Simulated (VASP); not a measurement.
# Cu (Cmcm) in VASP: notebook

Cu is run at these levels: r2SCAN; tasks: single point.

All numbers are computed with VASP 6.6.1; they aren't measurements. Logs are shortened: lines on timing, memory, paths and dates and some standing lists are left out, and cuts for length are marked.

## Step 1: The cell of the first run

It takes space group Cmcm (No. 63, orthorhombic). Conventional cell: a = 2.528 Å, b = 4.459 Å, c = 4.071 Å, α = 90.00°, β = 90.00°, γ = 90.00°. Within 3.3 Å of Cu (site symmetry m2m) lie 12 Cu at 2.51 to 2.56 Å.

## Step 2: Single point, r2SCAN

File POSCAR:

```
Cu
1.0
    1.2641631806     -2.2292523369      0.0000000000
    1.2641631806      2.2292523369      0.0000000000
    0.0000000000      0.0000000000      4.0713882018
Cu
2
Direct
    0.6645141839      0.3354858161      0.2500000000
    0.3354858161      0.6645141839      0.7500000000
```

File INCAR.step1:

```
SYSTEM = Cu
  PREC = Accurate
  ENCUT = 520
  ISMEAR = 0
  SIGMA = 0.1
  LREAL = .False.
  LASPH = .True.
  NELM = 100
  NBANDS = 18
  GGA = PE
  ALGO = Normal
  EDIFF = 1E-4
  LWAVE = .True.
  LCHARG = .False.
```

File INCAR.step2:

```
SYSTEM = Cu
  PREC = Accurate
  ENCUT = 520
  EDIFF = 1E-6
  ISMEAR = 0
  SIGMA = 0.1
  LREAL = .False.
  LASPH = .True.
  NELM = 100
  ALGO = Normal
  ISIF = 2
  LWAVE = .False.
  LCHARG = .True.
  METAGGA = R2SCAN
  LMIXTAU = .True.
  LELF = .True.
  LVHAR = .True.
  NBANDS = 18
  ISTART = 1
```

File KPOINTS:

```
regular mesh
0
Gamma
  8 8 4
  0 0 0
```

Potentials or basis: VASP PAW PBE potentials, release 64 (Cu).

The run is started by

```bash
> cat potpaw_PBE.64/Cu/POTCAR > POTCAR
> cp INCAR.step1 INCAR
> mpirun -np 1 vasp_std > vasp.out
> cp INCAR.step2 INCAR
> mpirun -np 1 vasp_std > vasp.out
```

OUTCAR:

```text
SYSTEM = Cu
   PREC = Accurate
   ENCUT = 520
   EDIFF = 1E-6
   ISMEAR = 0
   LREAL = .False.
   LASPH = .True.
   NELM = 100
   ISIF = 2
   METAGGA = R2SCAN
   ISTART = 1

 ion  position               nearest neighbor table
   1  0.665  0.335  0.250-   2 2.51   2 2.51   2 2.51   2 2.51   2 2.51   2 2.51
   2  0.335  0.665  0.750-   1 2.51   1 2.51   1 2.51   1 2.51   1 2.51   1 2.51

  LATTYP: Found a base centered orthorhombic cell.
 ALAT       =     2.5283263612
 B/A-ratio  =     1.7634213455
 C/A-ratio  =     1.6103095962

  Lattice vectors:

 A1 = (   1.2641631806,  -2.2292523369,   0.0000000000)
 A2 = (   1.2641631806,   2.2292523369,   0.0000000000)
 A3 = (   0.0000000000,   0.0000000000,   4.0713882018)

Analysis of symmetry for initial positions (statically):
=====================================================================
 Subroutine PRICEL returns:
 Original cell was already a primitive cell.

 Routine SETGRP: Setting up the symmetry group for a
 base centered orthorhombic supercell.

 Subroutine GETGRP returns: Found  8 space group operations
 (whereof  4 operations were pure point group operations)
 out of a pool of  8 trial point group operations.

The static configuration has the point symmetry C_2h.
 The point group associated with its full space group is D_2h.

Analysis of symmetry for dynamics (positions and initial velocities):
=====================================================================
 Subroutine PRICEL returns:
 Original cell was already a primitive cell.

 Routine SETGRP: Setting up the symmetry group for a
 base centered orthorhombic supercell.

 Subroutine GETGRP returns: Found  8 space group operations
 (whereof  4 operations were pure point group operations)
 out of a pool of  8 trial point group operations.

The dynamic configuration has the point symmetry C_2h.
 The point group associated with its full space group is D_2h.

 Subroutine INISYM returns: Found  8 space group operations
 (whereof  4 operations are pure point group operations),
 and found     1 'primitive' translations

----------------------------------------------------------------------------------------

                                     Primitive cell

  volume of cell :      22.9475

  direct lattice vectors                    reciprocal lattice vectors
     1.264163181 -2.229252337  0.000000000     0.395518559 -0.224290446  0.000000000
     1.264163181  2.229252337  0.000000000     0.395518559  0.224290446  0.000000000
     0.000000000  0.000000000  4.071388202     0.000000000  0.000000000  0.245616470

  length of vectors
     2.562747457  2.562747457  4.071388202     0.454687953  0.454687953  0.245616470

  position of ions in fractional coordinates (direct lattice)
     0.664514184  0.335485816  0.250000000
     0.335485816  0.664514184  0.750000000

  ion indices of the primitive-cell ions
   primitive index   ion index
                 1           1
                 2           2

----------------------------------------------------------------------------------------

 KPOINTS: regular mesh

Automatic generation of k-mesh.
 Grid dimensions read from file:
 generate k-points for:    8    8    4

 Generating k-lattice:

  Cartesian coordinates                     Fractional coordinates (reciprocal lattice)
     0.049439820 -0.028036306  0.000000000     0.125000000  0.000000000  0.000000000
     0.049439820  0.028036306  0.000000000     0.000000000  0.125000000  0.000000000
     0.000000000  0.000000000  0.061404118     0.000000000  0.000000000  0.250000000

  Length of vectors
     0.056835994  0.056835994  0.061404118

  Shift w.r.t. Gamma in fractional coordinates (k-lattice)
     0.000000000  0.000000000  0.000000000

 Subroutine IBZKPT returns following result:
 ===========================================

 Found     63 irreducible k-points:

 Following reciprocal coordinates:
            Coordinates               Weight
  0.000000  0.000000  0.000000      1.000000
  0.125000 -0.000000  0.000000      4.000000
  0.250000 -0.000000  0.000000      4.000000
  0.375000  0.000000  0.000000      4.000000
  0.500000 -0.000000  0.000000      2.000000
  0.125000  0.125000  0.000000      2.000000
[... 16 lines left out ...]
  0.125000 -0.000000  0.250000      8.000000
  0.250000 -0.000000  0.250000      8.000000
 [... further k-points ...]
   k-points           NKPTS =     63   k-points in BZ     NKDIM =     63   number of bands    NBANDS=     18
   number of dos      NEDOS =    301   number of ions     NIONS =      2
   total plane-waves  NPLWV =  12000
   dimension x,y,z NGX =    20 NGY =   20 NGZ =   30
   dimension x,y,z NGXF=    40 NGYF=   40 NGZF=   60
   ions per type =               2
   NGX,Y,Z   is equivalent  to a cutoff of  12.97, 12.97, 12.25 a.u.
   NGXF,Y,Z  is equivalent  to a cutoff of  25.95, 25.95, 24.50 a.u.
 SYSTEM =  Cu
   PREC   = accura    normal or accurate (medium, high low for compatibility)
   ISTART =      1    job   : 0-new  1-cont  2-samecut
   ICHARG =      0    charge: 1-file 2-atom 10-const
   ISPIN  =      1    spin polarized calculation?
   LNONCOLLINEAR =      F non collinear calculations
   LSORBIT =      F    spin-orbit coupling
   LASPH  =      T    aspherical Exc in radial PAW
   ENCUT  =  520.0 eV  38.22 Ry    6.18 a.u.   4.77  4.77  7.57*2*pi/ulx,y,z
   NELM   =    100;   NELMIN=  2; NELMDL=  0     # of ELM steps
   EDIFF  = 0.1E-05   stopping-criterion for ELM
   LREAL  =      F    real-space projection
   EDIFFG = 0.1E-04   stopping-criterion for IOM
   NSW    =      0    number of steps for IOM
   IBRION =     -1    ionic relax: 0-MD 1-quasi-New 2-CG
   NFREE  =      0    steps in history (QN), initial steepest desc. (CG)
   ISIF   =      2    stress and relaxation
   ISYM   =      2    0-nonsym 1-usesym 2-fastsym
   POTIM  = 0.5000    time-step for ionic-motion
   TEBEG  =    0.0;   TEEND  =   0.0 temperature during run
   PSTRESS=    0.0 pullay stress
   NELECT =      22.0000    total number of electrons
   NUPDOWN=      -1.0000    fix difference up-down
   EMIN   =  10.00;   EMAX   =-10.00  energy-range for DOS
   EFERMI =   0.00;   METHOD = LEGACY
   ISMEAR =     0;   SIGMA  =   0.10  broadening in eV -4-tet -1-fermi 0-gaus
   EFERMI_NEDOS =   21; number of points for ismear=-14 and -15
   IALGO  =     38    algorithm
   IMIX   =      4    mixing-type and parameters
     AMIX     =   0.40;   BMIX     =  1.00
     AMIX_MAG =   1.60;   BMIX_MAG =  1.00
  volume/ion in A,a.u.               =      11.47        77.43
  Fermi-wavevector in a.u.,A,eV,Ry     =   1.614250  3.050490 35.454098  2.605803
  Thomas-Fermi vector in A             =   2.709189
   LORBIT       =      0    0 simple, 1 ext, 2 COOP (PROOUT), +10 PAW based schemes
   METAGGA = R2SCAN    functional components
   LHFCALC =     F    Hartree Fock is set to
   AEXX    =    0.0000 exact exchange contribution
   IVDW    =     0    specifies the selected vdW correction
   LEPSILON=     F    determine dielectric tensor
   LRPA    =     F    only Hartree local field effects (RPA)
 non-spin polarized calculation
 Gauss-broadening in eV      SIGMA  =   0.10
  energy-cutoff  :      520.00
  volume of cell :       22.95
 maximum number of plane-waves:       640
   NGX =  9   NGY =  9   NGZ = 15

 number of electron      21.9999970 magnetization

 Free energy of the ion-electron system (eV)
  ---------------------------------------------------
  ext. energy  EPLUGINS =         0.00000000
  ---------------------------------------------------
  free energy    TOTEN  =       -21.60539306 eV

  energy without entropy =      -21.59808363  energy(sigma->0) =      -21.60173835

 E-fermi :   7.6220     XC(G=0): -13.9401

 val. band max:        7.5970228318   @ k =   0.3750   0.1250   0.2500
 cond. band min:       7.6483418560   @ k =   0.5000   0.5000   0.0000
 fundamental gap:      0.0513190242
 Fermi energy:         7.6219819632

 k-point     1 :       0.0000    0.0000    0.0000
  band No.  band energies     occupation
      1      -2.1410      2.00000
      2       2.3841      2.00000
      3       4.5174      2.00000
      4       4.5864      2.00000
      5       4.6607      2.00000
      6       4.7872      2.00000
[... 10 lines left out ...]
     17      31.8598      0.00000
     18      32.3800      0.00000

 k-point     2 :       0.1250   -0.0000    0.0000
  band No.  band energies     occupation
      1      -1.6130      2.00000
      2       2.6566      2.00000
      3       4.3242      2.00000
      4       4.6905      2.00000
      5       4.7334      2.00000
      6       4.7613      2.00000
[... 10 lines left out ...]
     17      32.6436      0.00000
     18      33.6932      0.00000

 k-point     3 :       0.2500   -0.0000    0.0000
  band No.  band energies     occupation
      1      -0.1263      2.00000
      2       3.1232      2.00000
      3       3.8061      2.00000
      4       4.0517      2.00000
      5       4.6272      2.00000
      6       4.6702      2.00000
[... 10 lines left out ...]
     17      27.0571      0.00000
     18      29.5997      0.00000

 k-point     4 :       0.3750    0.0000    0.0000
  band No.  band energies     occupation
      1       1.7762      2.00000
      2       3.0612      2.00000
      3       3.2672      2.00000
      4       4.1519      2.00000
      5       4.4669      2.00000
      6       4.7235      2.00000
[... 375 lines left out ...]
      4       4.4689      2.00000
      5       4.5554      2.00000
      6       4.6621      2.00000
[... 10 lines left out ...]
     17      31.3854      0.00000
     18      31.7357      0.00000

 k-point    23 :       0.1250   -0.0000    0.2500
  band No.  band energies     occupation
      1      -1.0108      2.00000
      2       2.3293      2.00000
      3       4.2199      2.00000
      4       4.3518      2.00000
      5       4.4888      2.00000
      6       4.6118      2.00000
[... 10 lines left out ...]
     17      29.0144      0.00000
     18      30.3366      0.00000

 k-point    24 :       0.2500   -0.0000    0.2500
  band No.  band energies     occupation
      1       0.4005      2.00000
      2       3.0052      2.00000
      3       3.6145      2.00000
      4       4.1202      2.00000
      5       4.4169      2.00000
      6       4.7394      2.00000
[... 10 lines left out ...]
     17      28.1297      0.00000
     18      29.6393      0.00000

 [... further k-points ...]
[... 5 lines left out ...]
  --------------------------------------------------------------------------------------
  -------------------------------------------------------------------------------------
  Total        0.1175968      0.0872582      0.0540162      0.0000000     -0.0000000      0.0000000
  in kB        8.2105301      6.0923105      3.7713776      0.0000000     -0.0000000      0.0000000
  external PRESSURE =       6.0247394 kB  Pullay stress =       0.0000000 kB

 VOLUME and BASIS-vectors are now :
 -----------------------------------------------------------------------------
  energy-cutoff  :      520.00
  volume of cell :       22.95
      direct lattice vectors                 reciprocal lattice vectors
     1.264163181 -2.229252337  0.000000000     0.395518559 -0.224290446  0.000000000
     1.264163181  2.229252337  0.000000000     0.395518559  0.224290446  0.000000000
     0.000000000  0.000000000  4.071388202     0.000000000  0.000000000  0.245616470

 POSITION                                       TOTAL-FORCE (eV/Angst)
 -----------------------------------------------------------------------------------
      1.26416     -0.73349      1.01785         0.000000     -0.005944      0.000000
      1.26416      0.73349      3.05354         0.000000      0.005944     -0.000000
 -----------------------------------------------------------------------------------
    total drift:                               -0.000000      0.000000     -0.000000

  FREE ENERGIE OF THE ION-ELECTRON SYSTEM (eV)
  ---------------------------------------------------
  free  energy   TOTEN  =       -21.6053930636 eV

  energy  without entropy=      -21.5980836343  energy(sigma->0) =      -21.60173835
```

Run time: 2.2 min. Hardware: 1 thread of Intel Xeon Platinum 8259CL at 2.50GHz (Skylake/Cascade Lake), shared host; peak memory 0.15 GiB.

What came out:

| Quantity | Value |
| --- | --- |
| Free energy | -21.6054 eV |
| Pressure | 0.6 GPa |
| Largest force | 0.006 eV/Å |
| Band gap on the k mesh | zero (band 11 reaches 10.97 eV, above the bottom of band 12 at 5.67 eV) |

Forces on the atoms (eV/Å):
```
Cu   0.000 -0.006  0.000
Cu   0.000  0.006  0.000
```

Caveat: the k points lie up to 0.39 Å⁻¹ apart; the PAW data sets were made with another functional, which shifts forces and pressure a little.

## Step 3: Single point, r2SCAN

This run uses another cell than the first one, of 16.56 Å³/atom, 1.443 times its volume.

File POSCAR:

```
Cu
1.0
    1.3916379497     -2.4998792103      0.0000000000
    1.3916379497      2.4998792103      0.0000000000
    0.0000000000      0.0000000000      4.7600633353
Cu
2
Direct
    0.6641465054      0.3358534946      0.2500000000
    0.3358534946      0.6641465054      0.7500000000
```

File INCAR.step1:

```
SYSTEM = Cu
ALGO = Normal ; EDIFF = 1E-4
ENCUT = 520 ; GGA = PE
ISMEAR = 0 ; LASPH = .True.
LCHARG = .False. ; LREAL = .False.
LWAVE = .True. ; NBANDS = 18
NELM = 100 ; PREC = Accurate
SIGMA = 0.1
```

File INCAR.step2:

```
SYSTEM = Cu
ALGO = Normal ; EDIFF = 1E-6
ENCUT = 520 ; ISIF = 2
ISMEAR = 0 ; ISTART = 1
LASPH = .True. ; LCHARG = .False.
LMIXTAU = .True. ; LREAL = .False.
LWAVE = .False. ; METAGGA = R2SCAN
NBANDS = 18 ; NELM = 100
PREC = Accurate ; SIGMA = 0.1
```

File KPOINTS:

```
k-points
0
Gamma
  8 8 4
  0 0 0
```

Potentials or basis: VASP PAW PBE potentials, release 64 (Cu).

The run is started by

```bash
> cat potpaw_PBE.64/Cu/POTCAR > POTCAR
> cp INCAR.step1 INCAR
> mpirun -np 1 vasp_std > vasp.out
> cp INCAR.step2 INCAR
> mpirun -np 1 vasp_std > vasp.out
```

Run time: 2.5 min. Hardware: 1 thread of Intel Xeon Platinum 8259CL at 2.50GHz (Skylake/Cascade Lake), shared host; peak memory 0.17 GiB.

The run converged. Its results:

- Free energy: -20.5766 eV
- Pressure: -22.5 GPa
- Band gap on the k mesh: zero (band 11 reaches 6.85 eV, above the bottom of band 12 at 2.31 eV)

Stress tensor (GPa, compression positive):
```
-22.67   0.00   0.00
  0.00 -21.76   0.00
  0.00   0.00 -23.22
```

Levels at points of the mesh, in eV from the Fermi level:
```
           k point  band 8  band 9  band 10  band 11  band 12  band 13  band 14  band 15
(0.00, 0.00, 0.00)   -1.87   -1.83    -1.45    -1.44    -0.23     2.25    17.76    19.01
(0.50, 0.00, 0.00)   -1.39   -1.34    -1.30     0.32     1.35     6.67     6.82     8.42
(0.50, 0.50, 0.00)   -1.38   -1.37    -1.32     0.15     0.99     6.42     6.51     7.90
(0.00, 0.00, 0.50)   -2.12   -1.59    -1.59    -1.56    -1.56     9.82     9.82    19.18
(0.50, 0.00, 0.50)   -1.50   -1.31    -1.31     1.11     1.11     3.75     3.75    13.55
(0.50, 0.50, 0.50)   -1.48   -1.34    -1.34     0.80     0.80     3.36     3.36    14.31
```

Caveat: the PAW data sets were made with another functional, which shifts forces and pressure a little.
